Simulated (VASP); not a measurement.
# MoSe (Fm-3m) in VASP: further runs, part 2 of 2

VASP 6.6.1. Earlier steps stand in the parts before.

### Step 4. Relaxation of cell and atoms, PBE, collinear spin

This run uses another cell than the first one, of 17.91 Å³/atom.

INCAR

```
SYSTEM = MoSe
PREC = Accurate
ENCUT = 600
EDIFF = 1E-6
ISMEAR = 0
SIGMA = 0.1
LREAL = .FALSE.
LASPH = .TRUE.
NELM = 150
ALGO = Normal
ISIF = 3
LWAVE = .FALSE.
LCHARG = .FALSE.
ISPIN = 2
MAGMOM = -0.56 0
LORBIT = 11
LMAXMIX = 4
GGA = PE
IBRION = 2
NSW = 100
EDIFFG = -0.01
```

KPOINTS

```
Automatic mesh
0
G
  14 14 14
  0 0 0
```

POSCAR

```
MoSe
1.0
    0.0000000000      2.6166084309      2.6166084309
    2.6166084309      0.0000000000      2.6166084309
    2.6166084309      2.6166084309      0.0000000000
Mo Se
1 1
Direct
    0.0000000000      0.0000000000      0.0000000000
    0.5000000000      0.5000000000      0.5000000000
```

Potentials or basis: VASP PAW PBE potentials, release 64 (Mo_sv, Se).

Launch:

```console
> cat potpaw_PBE.64/Mo_sv/POTCAR potpaw_PBE.64/Se/POTCAR > POTCAR
> mpirun -np 1 vasp_std > vasp.out
```

OUTCAR:

```text
SYSTEM = MoSe
   PREC = Accurate
   ENCUT = 600
   EDIFF = 1E-6
   ISMEAR = 0
   LREAL = .FALSE.
   LASPH = .TRUE.
   NELM = 150
   ISIF = 3
   ISPIN = 2
   LORBIT = 11
   GGA = PE
   IBRION = 2
   NSW = 100
   EDIFFG = -0.01

 ion  position               nearest neighbor table
   1  0.000  0.000  0.000-   2 2.62   2 2.62   2 2.62   2 2.62   2 2.62   2 2.62
   2  0.500  0.500  0.500-   1 2.62   1 2.62   1 2.62   1 2.62   1 2.62   1 2.62

  LATTYP: Found a face centered cubic cell.
 ALAT       =     5.2332168618

  Lattice vectors:

 A1 = (   0.0000000000,   2.6166084309,   2.6166084309)
 A2 = (   2.6166084309,   0.0000000000,   2.6166084309)
 A3 = (   2.6166084309,   2.6166084309,   0.0000000000)

Analysis of symmetry for initial positions (statically):
=====================================================================
 Subroutine PRICEL returns:
 Original cell was already a primitive cell.

 Routine SETGRP: Setting up the symmetry group for a
 face centered cubic supercell.

 Subroutine GETGRP returns: Found 48 space group operations
 (whereof 48 operations were pure point group operations)
 out of a pool of 48 trial point group operations.

The static configuration has the point symmetry O_h .

Analysis of symmetry for dynamics (positions and initial velocities):
=====================================================================
 Subroutine PRICEL returns:
 Original cell was already a primitive cell.

 Routine SETGRP: Setting up the symmetry group for a
 face centered cubic supercell.

 Subroutine GETGRP returns: Found 48 space group operations
 (whereof 48 operations were pure point group operations)
 out of a pool of 48 trial point group operations.

The dynamic configuration has the point symmetry O_h .

Analysis of structural, dynamic, and magnetic symmetry:
=====================================================================
 Subroutine PRICEL returns:
 Original cell was already a primitive cell.

 Routine SETGRP: Setting up the symmetry group for a
 face centered cubic supercell.

 Subroutine GETGRP returns: Found 48 space group operations
 (whereof 48 operations were pure point group operations)
 out of a pool of 48 trial point group operations.

The overall configuration has the point symmetry O_h .

 Subroutine INISYM returns: Found 48 space group operations
 (whereof 48 operations are pure point group operations),
 and found     1 'primitive' translations

----------------------------------------------------------------------------------------

                                     Primitive cell

  volume of cell :      35.8300

  direct lattice vectors                    reciprocal lattice vectors
     0.000000000  2.616608431  2.616608431    -0.191087055  0.191087055  0.191087055
     2.616608431  0.000000000  2.616608431     0.191087055 -0.191087055  0.191087055
     2.616608431  2.616608431  0.000000000     0.191087055  0.191087055 -0.191087055

  length of vectors
     3.700443130  3.700443130  3.700443130     0.330972488  0.330972488  0.330972488

  position of ions in fractional coordinates (direct lattice)
     0.000000000  0.000000000  0.000000000
     0.500000000  0.500000000  0.500000000

  ion indices of the primitive-cell ions
   primitive index   ion index
                 1           1
                 2           2

----------------------------------------------------------------------------------------

 KPOINTS: Automatic mesh

Automatic generation of k-mesh.
[... 74 lines left out ...]
   POTIM  = 0.5000    time-step for ionic-motion
   TEBEG  =    0.0;   TEEND  =   0.0 temperature during run
   PSTRESS=    0.0 pullay stress
   NELECT =      20.0000    total number of electrons
   NUPDOWN=      -1.0000    fix difference up-down
   EMIN   =  10.00;   EMAX   =-10.00  energy-range for DOS
   EFERMI =   0.00;   METHOD = LEGACY
   ISMEAR =     0;   SIGMA  =   0.10  broadening in eV -4-tet -1-fermi 0-gaus
   EFERMI_NEDOS =   21; number of points for ismear=-14 and -15
   IALGO  =     38    algorithm
   IMIX   =      4    mixing-type and parameters
     AMIX     =   0.40;   BMIX     =  1.00
     AMIX_MAG =   1.60;   BMIX_MAG =  1.00
  volume/ion in A,a.u.               =      17.91       120.90
  Fermi-wavevector in a.u.,A,eV,Ry     =   1.347936  2.547231 24.720871  1.816933
  Thomas-Fermi vector in A             =   2.475646
   LORBIT       =     11    0 simple, 1 ext, 2 COOP (PROOUT), +10 PAW based schemes
   GGA     = PE    functional components
   LHFCALC =     F    Hartree Fock is set to
   AEXX    =    0.0000 exact exchange contribution
   IVDW    =     0    specifies the selected vdW correction
   LEPSILON=     F    determine dielectric tensor
   LRPA    =     F    only Hartree local field effects (RPA)
 conjugate gradient relaxation of ions
 spin polarized calculation
 Gauss-broadening in eV      SIGMA  =   0.10
  energy-cutoff  :      600.00
  volume of cell :       35.83
 maximum number of plane-waves:      1243
 NGX is ok and might be reduce to    30

--------------------------------------- Ionic step        1  -------------------------------------------

 number of electron      20.0000000 magnetization      -0.3816010

 Free energy of the ion-electron system (eV)
  ---------------------------------------------------
  ext. energy  EPLUGINS =         0.00000000
  ---------------------------------------------------
  free energy    TOTEN  =       -13.29619702 eV

  energy without entropy =      -13.28031635  energy(sigma->0) =      -13.28825669

------------------------ aborting loop because EDIFF is reached ----------------------------------------

  FORCE on cell =-STRESS in cart. coord.  units (eV):
  Direction    XX          YY          ZZ          XY          YZ          ZX
  --------------------------------------------------------------------------------------
  -------------------------------------------------------------------------------------
  Total       -0.1382737     -0.1382737     -0.1382737      0.0000000      0.0000000     -0.0000000
  in kB       -6.1830656     -6.1830656     -6.1830656      0.0000000      0.0000000     -0.0000000
  external PRESSURE =      -6.1830656 kB  Pullay stress =       0.0000000 kB
[... 61 lines left out ...]
--------------------------------------- Ionic step        3  -------------------------------------------

 number of electron      20.0000000 magnetization       0.0015109

 Free energy of the ion-electron system (eV)
  ---------------------------------------------------
  ext. energy  EPLUGINS =         0.00000000
  ---------------------------------------------------
  free energy    TOTEN  =       -13.29664258 eV

  energy without entropy =      -13.28186110  energy(sigma->0) =      -13.28925184

 E-fermi :   9.6016     XC(G=0): -11.7701

 val. band max:        9.5592381980   @ k =  -0.4286   0.2143   0.0000
 cond. band min:       9.6027550770   @ k =   0.5000   0.2143   0.0714
 fundamental gap:      0.0435168791
 Fermi energy:         9.6015687360

 spin component 1

 k-point     1 :       0.0000    0.0000    0.0000
  band No.  band energies     occupation
      1     -51.6581      1.00000
      2     -25.7644      1.00000
      3     -25.7644      1.00000
      4     -25.7644      1.00000
      5      -6.3502      1.00000
      6       7.3270      1.00000
      7       7.3270      1.00000
      8       7.3270      1.00000
      9       7.6538      1.00000
     10       7.6538      1.00000
     11       7.6538      1.00000
     12       8.0439      1.00000
     13       8.0439      1.00000
     14      12.3090      0.00000
[... 379 lines left out ...]
      3     -25.7785      1.00000
      4     -25.7758      1.00000
      5      -5.6052      1.00000
      6       3.5198      1.00000
      7       5.1030      1.00000
      8       5.4179      1.00000
      9       7.6209      1.00000
     10       8.7596      1.00000
     11       9.4797      0.95755
     12      10.3658      0.00000
     13      11.5247      0.00000
     14      15.8713      0.00000

 [... further k-points ...]

 spin component 2

 k-point     1 :       0.0000    0.0000    0.0000
  band No.  band energies     occupation
      1     -51.6572      1.00000
      2     -25.7634      1.00000
      3     -25.7634      1.00000
      4     -25.7634      1.00000
      5      -6.3501      1.00000
      6       7.3270      1.00000
      7       7.3270      1.00000
      8       7.3270      1.00000
      9       7.6548      1.00000
     10       7.6548      1.00000
     11       7.6548      1.00000
     12       8.0447      1.00000
     13       8.0447      1.00000
     14      12.3094      0.00000
[... 420 lines left out ...]
  FREE ENERGIE OF THE ION-ELECTRON SYSTEM (eV)
  ---------------------------------------------------
  free  energy   TOTEN  =       -13.2966425765 eV

  energy  without entropy=      -13.2818610981  energy(sigma->0) =      -13.28925184

 reached required accuracy - stopping structural energy minimisation

 total charge

# of ion       s       p       d       tot
------------------------------------------
    1        2.204   6.092   4.068  12.363
    2        1.430   2.387   0.120   3.938
--------------------------------------------------
tot          3.634   8.479   4.188  16.301

 magnetization (x)

# of ion       s       p       d       tot
------------------------------------------
    1        0.000   0.000   0.001   0.001
    2       -0.000  -0.000   0.000  -0.000
--------------------------------------------------
tot          0.000  -0.000   0.001   0.001
```

OSZICAR:

```text
N       E                     dE             d eps       ncg     rms          rms(c)
DAV:   1     0.149826610871E+03    0.14983E+03   -0.11288E+04  5824   0.148E+03
DAV:   2    -0.941243220508E+01   -0.15924E+03   -0.15630E+03  7264   0.369E+02
DAV:   3    -0.137190511878E+02   -0.43066E+01   -0.42040E+01  7084   0.561E+01
[... 32 lines left out ...]
       N       E                     dE             d eps       ncg     rms          rms(c)
DAV:   1    -0.133005636813E+02   -0.41738E-02   -0.93097E-02  5872   0.345E+00    0.498E-01
DAV:   2    -0.132970223090E+02    0.35414E-02   -0.16957E-02  5848   0.121E+00    0.107E-01
DAV:   3    -0.132966933128E+02    0.32900E-03   -0.68908E-04  6040   0.183E-01    0.498E-02
DAV:   4    -0.132966416868E+02    0.51626E-04   -0.29138E-04  6448   0.149E-01    0.259E-02
DAV:   5    -0.132966425765E+02   -0.88964E-06   -0.67690E-06  6328   0.227E-02
   3 F= -.13296643E+02 E0= -.13289252E+02  d E =-.445557E-03  mag=     0.0015
```

CONTCAR:

```text
MoSe
   1.00000000000000
     0.0000000000000000    2.6114128753510411    2.6114128753510411
     2.6114128753510411   -0.0000000000000000    2.6114128753510411
     2.6114128753510411    2.6114128753510411   -0.0000000000000000
  Mo              Se
     1     1
Direct
     0.0000000000000000    0.0000000000000000    0.0000000000000000
     0.5000000000000000    0.5000000000000000    0.5000000000000000

  0.00000000E+00  0.00000000E+00  0.00000000E+00
  0.00000000E+00  0.00000000E+00  0.00000000E+00
```

Run time: 5.4 min. Hardware: 1 thread of Intel Xeon Platinum 8488C (Sapphire Rapids), shared host; peak memory 0.27 GiB.

Results:

```yaml
Free_energy: -13.2966 eV
Relaxed_volume: 17.81 Å³/atom
Relaxed_cell: a = 3.693 Å, b = 3.693 Å, c = 3.693 Å, α = 60.00°, β = 60.00°, γ = 60.00°
Space_group_after_relaxing_to_0.1_Å: Fm-3m (No. 225)
Energy_gained_by_relaxing: 0.2 meV/atom
Ionic_steps: 3
Pressure_after_relaxing: 0.0 GPa
Band_gap_on_the_k_mesh: zero (filled and empty bands overlap)
Net_moment: 0.00 μB per cell
Valence_electrons_inside_the_program's_atomic_spheres: Mo 12.36; Se 3.94
```

The path:
```csv
step,energy change (eV),largest force (eV/Å),pressure (GPa),volume (Å³)
1,0.0000,0.0000,-0.62,35.83
2,-0.0002,0.0000,0.57,35.47
3,-0.0004,0.0000,0.01,35.62
```

Final structure:
```
CELL_PARAMETERS angstrom
0.00000 2.61141 2.61141
2.61141 0.00000 2.61141
2.61141 2.61141 0.00000
ATOMIC_POSITIONS crystal
Mo 0.00000 0.00000 0.00000
Se 0.50000 0.50000 0.50000
```

### Step 5. Single point, PBE, collinear spin

This run uses another cell than the first one: it holds 4 atoms, not 2.

INCAR

```
SYSTEM = MoSe
PREC = Accurate
ENCUT = 520
EDIFF = 1E-7
ISMEAR = 0
SIGMA = 0.1
LREAL = .False.
LASPH = .True.
NELM = 150
ALGO = Normal
ISIF = 2
LWAVE = .False.
LCHARG = .True.
ISPIN = 2
MAGMOM = 2 -2 0 0
LORBIT = 11
LMAXMIX = 4
GGA = PE
LELF = .True.
LVHAR = .True.
NBANDS = 32
```

KPOINTS

```
Automatic mesh
0
Gamma
  14 14 7
  0 0 0
```

POSCAR

```
MoSe
1.0
    0.0000000000      2.6944190825      2.6944190825
    5.3888381650      2.6944190825      2.6944190825
    5.3888381650      5.3888381650      0.0000000000
Mo Se
2 2
Direct
    1.0000000000      0.0000000000      0.0000000000
    1.0000000000      0.0000000000      0.5000000000
    0.5000000000      0.5000000000      0.0000000000
    0.5000000000      0.5000000000      0.5000000000
```

Launch:

```console
> cat potpaw_PBE.64/Mo_sv/POTCAR potpaw_PBE.64/Se/POTCAR > POTCAR
> mpirun -np 1 vasp_std > vasp.out
```

Wall time 26 min (1 thread of Oxide Virtual Turin-like, shared host); peak memory 0.66 GiB.

Results (log left out):

```yaml
Free_energy: -26.8991 eV
Pressure: -1.4 GPa
Band_gap_on_the_k_mesh: zero (filled and empty bands overlap)
Net_moment: 0.00 μB per cell
Site_moments: Mo +2.36, -2.36; Se -0.01, +0.01 μB
Valence_electrons_inside_the_program's_atomic_spheres: Mo 12.24; Se 3.90
```

Stress tensor (GPa, compression positive):
```
-2.19  0.00  0.00
 0.00 -1.04  0.00
 0.00  0.00 -1.04
```

Levels at points of the mesh, in eV from the Fermi level:
Spin up:
| k point | band 17 | band 18 | band 19 | band 20 | band 21 | band 22 | band 23 | band 24 |
| --- | --- | --- | --- | --- | --- | --- | --- | --- |
| (0.00, 0.00, 0.00) | -2.25 | -2.04 | -2.04 | -1.72 | -1.56 | -1.32 | -0.21 | 0.84 |
| (0.50, 0.00, 0.00) | -0.93 | -0.81 | -0.59 | 0.84 | 1.15 | 1.19 | 2.39 | 2.49 |
| (0.50, 0.50, 0.00) | -3.27 | -3.27 | -1.13 | -0.54 | -0.52 | 0.65 | 0.65 | 1.06 |
Spin down:
```tsv
k point	band 16	band 17	band 18	band 19	band 20	band 21	band 22	band 23	band 24	band 25
(0.00, 0.00, 0.00)	-2.25	-2.25	-2.04	-2.04	-1.72	-1.56	-1.32	-0.21	0.84	0.84
(0.50, 0.00, 0.00)	-4.93	-0.93	-0.81	-0.59	0.84	1.15	1.19	2.39	2.49	3.61
(0.50, 0.50, 0.00)	-3.65	-3.27	-3.27	-1.13	-0.54	-0.52	0.65	0.65	1.06	1.31
```

### Step 6. Overview

| task | fixed moment (μB) | cell | k mesh | cutoff (eV) | gap on the mesh (eV) | pressure (GPa) | moment (μB) |
| --- | --- | --- | --- | --- | --- | --- | --- |
| single point | 0.75 | a = 3.691 Å, angles 60.0°, 2 atoms, atomic positions A | 14 × 14 × 14 | 520 | - | 1.2 | 0.75 |
| single point | 1.12 | a = 3.691 Å, angles 60.0°, 2 atoms, atomic positions A | 14 × 14 × 14 | 520 | - | 2.5 | 1.12 |
| relaxation of cell and atoms | - | relaxed from a = 3.700 Å, angles 60.0°, 2 atoms, atomic positions A | 14 × 14 × 14 | 600 | none | 0.0 | 0.00 |
| single point | - | a = 3.810, b = 6.600, c = 7.621 Å, angles 30.0, 60.0, 54.7°, 4 atoms, atomic positions B | 14 × 14 × 7 | 520 | none | -1.4 | 0.00 |

Alike in all rows: level PBE; potentials or basis VASP PAW PBE potentials, release 64 (Mo_sv, Se); spin collinear; smearing gaussian 0.1 eV.

Caveats: the total moment is fixed, so each spin has its own Fermi level (at least some runs).

Absolute energies hang on the potentials; compare differences alone.
